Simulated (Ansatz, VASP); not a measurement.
One calculation of Ni2Pt, two programs

INCAR

```
SYSTEM = Ni2Pt
PREC     = Accurate       ! precision mode
ENCUT    = 600            ! plane-wave cutoff, eV
EDIFF    = 1E-7           ! SCF threshold, eV
ISMEAR   = 0              ! smearing method
SIGMA    = 0.1            ! smearing width, eV
LREAL    = .False.        ! projectors in reciprocal space
LASPH    = .True.         ! aspherical terms in the spheres
NELM     = 150            ! most SCF steps
ALGO     = Fast           ! electronic algorithm
ISIF     = 3              ! what is computed and relaxed
LWAVE    = .False.        ! write WAVECAR
LCHARG   = .False.        ! write CHGCAR
ISPIN    = 2              ! spin polarisation
MAGMOM   = 2 2 0          ! initial moments
LORBIT   = 11             ! projections on sites
LMAXMIX  = 4              ! l up to which the mixer works
GGA      = PE             ! functional
IBRION   = 2              ! ionic algorithm
NSW      = 90             ! ionic steps
EDIFFG   = -0.04          ! ionic threshold
```

KPOINTS

```
regular mesh
0
Gamma
  6 6 4
  0 0 0
```

Contents of POSCAR:

```
Ni2Pt
1.0
    2.5744785100      0.0000000000      0.0000000000
   -1.2872392500      2.2295637900      0.0000000000
    0.0000000000      0.0000000000      6.3061587000
Ni Pt
2 1
Direct
    0.6666666700      0.3333333300      0.8333333300
    0.3333333300      0.6666666700      0.1666666700
    0.0000000000      0.0000000000      0.5000000000
```

Input for Ansatz:

```yaml
crystal:
  lattice:
    - [2.57447851, 0.0, 0.0]
    - [-1.28723925, 2.22956379, 0.0]
    - [0.0, 0.0, 6.3061587]
  atoms:
    - { symbol: Ni, position: [0.66666667, 0.33333333, 0.83333333], spin: 2.0 }
    - { symbol: Ni, position: [0.33333333, 0.66666667, 0.16666667], spin: 2.0 }
    - { symbol: Pt, position: [0.0, 0.0, 0.5] }
basis:
  ecutwfc: 420
kpoints:
  mp_grid: { grid: [6, 6, 4] }
hamiltonian:
  xc: pbe
scf:
  occupations: { method: gaussian, width: 0.1 }
  lower_state_search: "off"
output:
  forces: true
  stress: true
  eigenvalues: true
  populations: true
magnetization:
  spin_polarized: true
relax:
  adjacent_minimum: "off"
  f_tol: 0.04
  max_steps: 70
  cell: { stress_tol: 0.4 }
```

Alike in both runs: task relaxation of cell and atoms; functional PBE; k mesh 6 × 6 × 4; occupations gaussian, width 0.1 eV; collinear spin.

```csv
,VASP,Ansatz
version,VASP 6.6.1,Ansatz 0.2.0
potentials or method,"VASP PAW PBE potentials, release 64 (Ni, Pt), cutoff 600 eV","scalar-relativistic, plane waves, PAW"
valence electrons in the cell,30,54
```

```tsv
	VASP	Ansatz	Ansatz less VASP
gap on the k mesh at the Fermi level, each at its own relaxed structure (eV)	none	none	-
net moment per atom (μB)	0.56	0.56	+0.009
size of the moment on the site where the two differ most (μB)	0.76	0.80	+0.042
relaxed volume (Å³/atom)	12.78	12.82	+0.033
relaxed cell length with the largest relative difference (Å)	6.241	6.247	+0.0066
```

Site moments also hang on the region over which each program counts them. A gap of «none» marks a metal or a gap that the smearing closes. VASP's potentials hold 30 valence electrons a cell and Ansatz's 54, so a difference there can come from the potentials and not from the codes.

The k mesh is coarse, so the values compare programs but aren't converged. Spin-orbit coupling is off throughout.
